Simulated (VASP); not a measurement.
NiO:

```
Ni O
1.0
     0.00000    2.08590    2.08590
     2.08590    0.00000    2.08590
     2.08590    2.08590    0.00000
Ni O
1 1
Direct
  0.00000 0.00000 0.00000
  0.50000 0.50000 0.50000
```

| Property | Result |
| --- | --- |
| Program | VASP 6.6.1 |
| Task | relaxation of cell and atoms |
| Functional | PBEsol |
| Dispersion | D4 |
| Potentials or basis | VASP PAW PBE potentials, release 64 (Ni, O) |
| Cutoff | 600 eV |
| k mesh | 11 × 11 × 11 |
| Occupations | fermi-dirac, width 0.05 eV |
| Spin | collinear spin, ferromagnetic start |
| Starting moments | [1.0, 0.0] μB |

At the start: pressure -10.4 GPa; volume 9.08 Å³/atom.

**Question.** How do energy, volume and symmetry change on relaxing?

**Answer.** Over 3 steps the energy falls by 15.8 meV/atom and the volume is 8.62 Å³/atom (-5.0 %); space group Fm-3m (No. 225, to 0.05 Å); moment 1.20 μB per cell.

The path:
```tsv
step	energy change (eV)	largest force (eV/Å)	pressure (GPa)	volume (Å³)
1	0.0000	0.0000	-10.39	18.15
2	-0.0161	0.0000	8.86	16.65
3	-0.0315	0.0000	-0.07	17.24
```

Final structure:
```xyz
2
Lattice="0.0000 2.0502 2.0502 2.0502 0.0000 2.0502 2.0502 2.0502 0.0000" Properties=species:S:1:pos:R:3 pbc="T T T"
Ni    0.0000    0.0000    0.0000
O     2.0502    2.0502    2.0502
```

Caveat: the PAW data sets were made with another functional, which shifts forces and pressure a little; a cell with one magnetic atom can't hold antiferromagnetic order, which such compounds often take; pairwise dispersion overbinds metals, which lowers pressure and volume.
